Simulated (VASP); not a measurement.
Cu3N, 4 atoms in the cell. Symmetry: Pm-3m, No. 221, cubic system. The conventional cell has a = 3.789 Å, b = 3.789 Å, c = 3.789 Å, α = 90.00°, β = 90.00°, γ = 90.00°. Within 2.5 Å of Cu (site symmetry 4/mmm) lie 2 N at 1.89 Å. Within 2.5 Å of N (site symmetry m-3m) lie 6 Cu at 1.89 Å.  This cell differs from its parent crystal: volume scaled by 0.97.

```yaml
Program: VASP 6.6.1
Task: single point
Functional: PBE
Potentials_or_basis: VASP PAW PBE potentials, release 64 (Cu, N)
Cutoff: 600 eV
k_mesh: 10 × 10 × 10
Occupations: gaussian, width 0.01 eV
Spin: no spin polarisation
Dipole_correction: no
Further_INCAR_settings: ALGO = Normal; EDIFF = 1e-06; NBANDS = 27
```

Potentials or basis: VASP PAW PBE potentials, release 64 (Cu, N).

The run is started by

```sh
$ cat potpaw_PBE.64/Cu/POTCAR potpaw_PBE.64/N/POTCAR > POTCAR
$ mpirun -np 1 vasp_std > vasp.out
```

Hardware: 1 thread of Intel(R) Xeon(R) 6975P-C (Granite Rapids), on a shared host.

Q: Estimate the wall time of this run.

A: Wall time 35 s on 1 thread of Intel(R) Xeon(R) 6975P-C (Granite Rapids) (shared host), peak memory 0.22 GiB. Counts: scf iterations 14, k points 56.
